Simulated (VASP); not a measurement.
Here is a VASP 6.6.1 calculation.

The input INCAR:

```
SYSTEM = HfS2
  ALGO = Normal
  EDIFF = 1E-7
  EDIFFG = -0.005
  ENCUT = 500
  GGA = PS
  GGA_COMPAT = .False.
  IBRION = 2
  ISIF = 3
  ISMEAR = 0
  LASPH = .True.
  LCHARG = .False.
  LREAL = .False.
  LWAVE = .False.
  NELM = 120
  NELMIN = 4
  NSW = 100
  PREC = Accurate
  SIGMA = 0.02
```

File KPOINTS:

```
k-points
0
Gamma
  12 12 6
  0 0 0
```

File POSCAR:

```
HfS2
1.0
    3.6396641800      0.0000000000      0.0000000000
   -1.8198320900      3.1520416411      0.0000000000
    0.0000000000      0.0000000000      6.0555624700
Hf S
1 2
Direct
    0.0000000000      0.0000000000      0.0000000000
    0.6666666700      0.3333333300      0.7639520500
    0.3333333300      0.6666666700      0.2360479500
```

Potentials or basis: VASP PAW PBE potentials, release 64 (Hf_pv, S).

Run with:

```console
$ cat potpaw_PBE.64/Hf_pv/POTCAR potpaw_PBE.64/S/POTCAR > POTCAR
$ mpirun -np 1 vasp_std > vasp.out
```

(1) Predict the space group after relaxing (to 0.05 Å).

(2) What does it give for the relaxed cell?

## Answers

(1) P-3m1 (No. 164).

(2) a = 3.586 Å, b = 3.586 Å, c = 5.934 Å, α = 90.00°, β = 90.00°, γ = 120.00°.
